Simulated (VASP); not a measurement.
Runs of VASP 6.6.1 on I. The structure is that of space group Cmce (No. 64), or close to it. The cells are those of the table. 

```tsv
task	level	potentials or basis	cell	k mesh for the DOS	occupations for the DOS	gap on the mesh (eV)	pressure (GPa)	largest force (eV/Å)
electric field gradients	PBE	VASP PAW PBE potentials, release 64 (I)	a = 4.348, b = 4.348, c = 9.780 Å, angles 90.0, 90.0, 66.9°, 4 atoms	-	-	1.27	1.4	0.62
single point	LDA	VASP PAW LDA potentials, release 64 (I)	a = 4.348, b = 4.348, c = 9.780 Å, angles 90.0, 90.0, 66.9°, 4 atoms	-	-	1.17	-1.2	0.52
electric field gradients	r2SCAN	VASP PAW PBE potentials, release 64 (I)	a = 4.289, b = 4.289, c = 9.648 Å, angles 90.0, 90.0, 66.9°, 4 atoms	-	-	1.59	(a)	0.76
electric field gradients	LDA	VASP PAW LDA potentials, release 64 (I)	a = 4.348, b = 4.348, c = 9.780 Å, angles 90.0, 90.0, 66.9°, 4 atoms	-	-	1.17	-1.2	0.52
electric field gradients	r2SCAN	VASP PAW PBE potentials, release 64 (I)	a = 4.348, b = 4.348, c = 9.780 Å, angles 90.0, 90.0, 66.9°, 4 atoms	-	-	1.50	(b)	0.41
single point	PBEsol	VASP PAW PBE potentials, release 64 (I)	a = 4.348, b = 4.348, c = 9.780 Å, angles 90.0, 90.0, 66.9°, 4 atoms	-	-	1.22	-0.3	(c)
```

Alike in all rows: no spin polarisation; k mesh 6 × 6 × 3; cutoff (eV) 520; smearing fermi-dirac 0.03 eV.

**Question.** Fill in the values left out.

**Answer.** (a) 2.1; (b) 0.8; (c) 0.55.

Caveats: spin-orbit coupling is left out, which moves the levels of the heavy elements; the PAW data sets were made with another functional, which shifts forces and pressure a little (some runs).

A k mesh can miss the band edges, and the runs leave out spin-orbit coupling on I.
